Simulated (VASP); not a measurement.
## ZrS: single point with r2SCAN

ZrS:

```xyz
2
Lattice="0.0000 2.6513 2.6250 2.5987 0.0000 2.6250 2.5987 2.6513 0.0000" Properties=species:S:1:pos:R:3 pbc="T T T"
Zr    0.0000    0.0000    0.0000
S     2.5987    2.6513    2.6250
```

This cell differs from its parent crystal: strain -0.0100 x Voigt [1, -1, 0, 0, 0, 0].

- Program: VASP 6.6.1
- Task: single point
- Functional: r2SCAN
- Potentials or basis: VASP PAW PBE potentials, release 64 (Zr_sv, S)
- Cutoff: 520 eV
- k mesh: 16 × 16 × 16
- Occupations: gaussian, width 0.15 eV
- Spin: no spin polarisation

```json
{
  "Pressure": "-1.9 GPa",
  "Band gap on the k mesh": "zero (bands 9 and 10 overlap by 2.88 eV)"
}
```

Stress tensor (GPa, compression positive):
```
 0.79  0.00  0.00
 0.00 -4.42  0.00
 0.00  0.00 -2.07
```

Levels at points of the mesh, in eV from the Fermi level:
```
           k point  band 6  band 7  band 8  band 9  band 10  band 11  band 12  band 13
(0.00, 0.00, 0.00)   -4.02   -3.99   -3.96   -1.53    -1.43    -1.32    -0.73    -0.66
(0.50, 0.00, 0.00)   -8.51   -6.45   -6.43    1.46     1.52     1.84     2.09     5.62
(0.50, 0.50, 0.00)   -6.77   -4.96   -4.95   -3.53     0.53     2.31     2.45     3.04
(0.50, 0.00, 0.50)   -6.83   -4.92   -4.91   -3.54     0.48     2.35     2.42     3.04
(0.00, 0.50, 0.50)   -6.70   -5.01   -5.01   -3.52     0.58     2.33     2.41     3.04
```

Run time: 9.5 min on 1 thread of Intel(R) Xeon(R) 6975P-C (Granite Rapids) (shared host), peak memory 0.45 GiB.

Caveat: the cell differs from its parent crystal (strain -0.0100 x Voigt [1, -1, 0, 0, 0, 0]); the stress differs along the axes, from -4 to 1 GPa; the PAW data sets were made with another functional, which shifts forces and pressure a little.
